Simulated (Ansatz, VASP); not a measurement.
# One calculation of Zn, two programs

The input POSCAR:

```
Zn
1.0
    0.0000000000      1.9382217178      1.9382217178
    1.9382217178      0.0000000000      1.9382217178
    1.9382217178      1.9382217178      0.0000000000
Zn
1
Direct
    0.0000000000      0.0000000000      0.0000000000
```

INCAR.step1

```
PREC = Accurate
ENCUT = 520
ISMEAR = 1
SIGMA = 0.1
LREAL = F
LASPH = T
NELM = 80
NBANDS = 12
GGA = PE
ALGO = Normal
EDIFF = 1E-4
LWAVE = T
LCHARG = F
```

File INCAR.step2:

```
PREC = Accurate
ENCUT = 520
EDIFF = 1E-6
ISMEAR = 1
SIGMA = 0.1
LREAL = F
LASPH = T
NELM = 80
ALGO = Normal
ISIF = 2
LWAVE = F
LCHARG = F
METAGGA = R2SCAN
LMIXTAU = T
NBANDS = 12
ISTART = 1
```

KPOINTS

```
Automatic mesh
0
Gamma
  10 10 10
```

Input for Ansatz:

```yaml
crystal:
  lattice:
    - [0.0, 1.9382217178218897, 1.9382217178218897]
    - [1.9382217178218897, 0.0, 1.9382217178218897]
    - [1.9382217178218897, 1.9382217178218897, 0.0]
  atoms:
    - { symbol: Zn, position: [0.0, 0.0, 0.0] }
basis:
  ecutwfc: 517.016338673772
kpoints:
  mp_grid:
    grid: [10, 10, 10]
hamiltonian:
  xc: r2scan
scf:
  occupations:
    method: cold
    width: 0.1
output:
  stress: true
```

Alike in both runs: task single point; functional r2SCAN; k mesh 10 × 10 × 10; no spin polarisation.

```csv
,VASP,Ansatz
version,VASP 6.6.1,Ansatz 0.2.0
potentials or method,"VASP PAW PBE potentials, release 64 (Zn), cutoff 520 eV","plane waves, PAW"
occupations,"methfessel-paxton of order 1, width 0.1 eV","cold, width 0.1 eV"
valence electrons in the cell,12,12
```

Ansatz gave:

```
pressure (GPa) : -2.1
```

Question: What did VASP give for the same quantities?

Answer: Pressure (GPa): -1.7.

VASP's potentials were made for PBE, not for r2SCAN.
